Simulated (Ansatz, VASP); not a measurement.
HfN: VASP beside Ansatz

The input INCAR:

```
SYSTEM = HfN
ALGO = Normal
EDIFF = 1E-8
ENCUT = 520
GGA = CA
ISIF = 2
ISMEAR = -1
LASPH = .TRUE.
LCHARG = .FALSE.
LEFG = .TRUE.
LREAL = .FALSE.
LWAVE = .FALSE.
NBANDS = 14
NELM = 80
PREC = Accurate
SIGMA = 0.03
```

Contents of KPOINTS:

```
k-points
0
G
  10 10 10
  0 0 0
```

POSCAR

```
HfN
1.0
    0.0677700000      2.2928850000      2.2928850000
    2.2928850000      0.0677700000      2.2928850000
    2.2928850000      2.2928850000      0.0677700000
Hf N
1 1
Direct
    0.0000000000      0.0000000000      0.0000000000
    0.5000000000      0.5000000000      0.5000000000
```

Input for Ansatz:

```yaml
crystal:
  lattice:
    - [0.06777, 2.292885, 2.292885]
    - [2.292885, 0.06777, 2.292885]
    - [2.292885, 2.292885, 0.06777]
  atoms:
    - { symbol: Hf, position: [0.0, 0.0, 0.0] }
    - { symbol: "N", position: [0.5, 0.5, 0.5] }
kpoints:
  mp_grid: { grid: [10, 10, 10] }
scf:
  occupations: { method: fermi_dirac, width: 0.03 }
hamiltonian:
  xc: lda
  pseudopotentials: { kind: all_electron, datasets: crystal }
output:
  forces: true
  stress: true
  eigenvalues: true
  efg: { contact_densities: true }
```

Change from the starting cell: equal xy, yz and zx shear strains of +3 %, crystal datasets.

Alike in both runs: task electric field gradients; functional LDA; k mesh 10 × 10 × 10; occupations fermi-dirac, width 0.03 eV; no spin polarisation.

|  | VASP | Ansatz |
| --- | --- | --- |
| version | VASP 6.6.1 | Ansatz 0.2.0 |
| potentials or method | VASP PAW LDA potentials, release 64 (Hf_pv, N), cutoff 520 eV | all-electron PAW with datasets made for the crystal, scalar-relativistic |

Ansatz gave:

- pressure (GPa): -9.0
- traceless stress, the component that is largest in VASP (GPa): -3.57
- size of Vzz on the site where it differs most (V/Å²): 21.3

Task: Estimate VASP's values.

Result: Pressure (GPa): -10.4; traceless stress, the component that is largest in VASP (GPa): -3.60; size of Vzz on the site where it differs most (V/Å²): 20.6.

LDA's correlation is that of Perdew and Zunger in VASP and of Perdew and Wang (1992) in Ansatz. Ansatz ran all-electron here, and VASP with PAW potentials.

Neither program's run includes spin-orbit coupling.
